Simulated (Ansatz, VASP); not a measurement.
# TiO in VASP and in Ansatz

```
Ti O
1.0
     2.78885    0.00000    0.00000
    -1.39443    2.41522    0.00000
     0.00000    0.00000    2.79387
Ti O
1 1
Direct
  0.66667 0.33333 0.00000
  0.00000 0.00000 0.50000
```

Alike in both runs: task single point; functional PBEsol; k mesh 6 × 6 × 6; occupations gaussian, width 0.1 eV; no spin polarisation.

```csv
,VASP,Ansatz
version,VASP 6.6.1,Ansatz 0.2.0
potentials or method,"VASP PAW PBE potentials, release 64 (Ti_sv, O), cutoff 600 eV","scalar-relativistic, plane waves, PAW"
valence electrons in the cell,18,18
```

```tsv
	VASP	Ansatz	Ansatz less VASP
gap on the k mesh at the Fermi level (eV)	none	none	-
pressure (GPa)	0.6	0.0	-0.57
traceless stress, the component that is largest in VASP (GPa)	0.71	0.54	-0.164
```

VASP's potentials were made for PBE, not for PBEsol, and Ansatz warns of the same on its side. A gap of «none» marks a metal or a gap that the smearing closes.

The k mesh is coarse, so the values compare programs but aren't converged.
